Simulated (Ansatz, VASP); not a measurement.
# One calculation of ScAgTe2, two programs

Contents of INCAR:

```
SYSTEM = ScAgTe2
PREC = Accurate
ENCUT = 520
EDIFF = 1E-6
ISMEAR = 0
SIGMA = 0.01
LREAL = .FALSE.
LASPH = .TRUE.
NELM = 100
ALGO = Normal
ISIF = 2
LWAVE = .FALSE.
LCHARG = .TRUE.
GGA = PE
LELF = .TRUE.
LVHAR = .TRUE.
NBANDS = 25
```

File KPOINTS:

```
Automatic mesh
0
G
  6 6 6
  0 0 0
```

The input POSCAR:

```
ScAgTe2
1.0
    2.0908173383      1.2071339531      6.9411243362
   -2.0908173383      1.2071339531      6.9411243362
    0.0000000000     -2.4142679062      6.9411243362
Ag Sc Te
1 1 2
Direct
    1.0000000000      0.0000000000      0.0000000000
    0.5000000000      0.5000000000      0.5000000000
    0.2467595872      0.2467595872      0.2467595872
    0.7532404128      0.7532404128      0.7532404128
```

Input for Ansatz:

```yaml
crystal:
  lattice:
    - [2.0908173383, 1.2071339531, 6.9411243362]
    - [-2.0908173383, 1.2071339531, 6.9411243362]
    - [0.0, -2.4142679062, 6.9411243362]
  atoms:
    - { symbol: Ag, position: [1.0, 0.0, 0.0] }
    - { symbol: Sc, position: [0.5, 0.5, 0.5] }
    - { symbol: Te, position: [0.2467595872, 0.2467595872, 0.2467595872] }
    - { symbol: Te, position: [0.7532404128, 0.7532404128, 0.7532404128] }
kpoints:
  mp_grid: { grid: [6, 6, 6] }
hamiltonian:
  xc: pbe
scf:
  occupations: { method: fixed }
  n_extra_bands: 5
output:
  forces: true
  stress: true
  eigenvalues: true
```

Alike in both runs: task single point; functional PBE; k mesh 6 × 6 × 6; no spin polarisation.

```csv
,VASP,Ansatz
version,VASP 6.6.1,Ansatz 0.2.0
potentials or method,"VASP PAW PBE potentials, release 64 (Ag, Sc_sv, Te)","plane waves, PAW"
plane-wave cutoff (eV),520,420
occupations,"gaussian, width 0.01 eV",fixed
valence electrons in the cell,34,62
```

```csv
,VASP,Ansatz,Ansatz less VASP
gap on the k mesh at the Fermi level (eV),0.24,0.24,+0.009
pressure (GPa),1.8,1.8,-0.05
rms of the force components (eV/Å),0.045,0.037,-0.0080
```

Atom by atom the forces differ by 0.008 eV/Å (rms over components). VASP's potentials hold 34 valence electrons a cell and Ansatz's 62, so a difference there can come from the potentials and not from the codes.

Neither program's run includes spin-orbit coupling.
